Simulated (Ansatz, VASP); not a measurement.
# MgO: VASP beside Ansatz

File INCAR:

```
PREC = Accurate ; ENCUT = 520
EDIFF = 1E-6 ; ISMEAR = -1
SIGMA = 0.02 ; LREAL = F
LASPH = T ; NELM = 60
ALGO = Normal ; ISIF = 2
LWAVE = F ; LCHARG = F
GGA = PE ; IBRION = 2
NSW = 80 ; EDIFFG = -0.02
```

Contents of KPOINTS:

```
Automatic mesh
0
Gamma
  8 8 8
```

File POSCAR:

```
MgO
1.0
    0.0000000000      2.1085000000      2.1085000000
    2.1085000000      0.0000000000      2.1085000000
    2.1085000000      2.1085000000      0.0000000000
Mg O
1 1
Direct
    0.0000000000      0.0000000000      0.0000000000
    0.5000000000      0.5000000000      0.5000000000
```

Input for Ansatz:

```yaml
crystal:
  lattice:
    - [0.0, 2.1085, 2.1085]
    - [2.1085, 0.0, 2.1085]
    - [2.1085, 2.1085, 0.0]
  atoms:
    - { symbol: Mg, position: [0.0, 0.0, 0.0] }
    - { symbol: O, position: [0.5, 0.5, 0.5] }
kpoints:
  mp_grid: { grid: [8, 8, 8] }
scf:
  occupations: { method: fermi_dirac, width: 0.02 }
hamiltonian:
  xc: pbe
  pseudopotentials: { kind: paw }
output:
  forces: true
  stress: true
  populations: true
  efg:
    quadrupole_moments_barn: { Mg: 0.1994, O: -0.02558 }
    contact_densities: true
relax:
  f_tol: 0.02
  max_steps: 60
```

Alike in both runs: task relaxation of the atoms; functional PBE; k mesh 8 × 8 × 8; occupations fermi-dirac, width 0.02 eV; no spin polarisation.

|  | VASP | Ansatz |
| --- | --- | --- |
| version | VASP 6.6.1 | Ansatz 0.2.0 |
| potentials or method | VASP PAW PBE potentials, release 64 (Mg, O) | plane-wave PAW, scalar-relativistic |
| plane-wave cutoff (eV) | 520 | 420 |
| valence electrons in the cell | 8 | 16 |

|  | VASP | Ansatz | Ansatz less VASP |
| --- | --- | --- | --- |
| gap on the k mesh at the Fermi level, each at its own relaxed structure (eV) | 4.69 | 4.71 | +0.017 |

VASP's potentials hold 8 valence electrons a cell and Ansatz's 16, so a difference there can come from the potentials and not from the codes. Ansatz's warnings: stress scf threshold loose.

Noted on VASP's run: the relaxation stopped at its first step, so nothing moved.
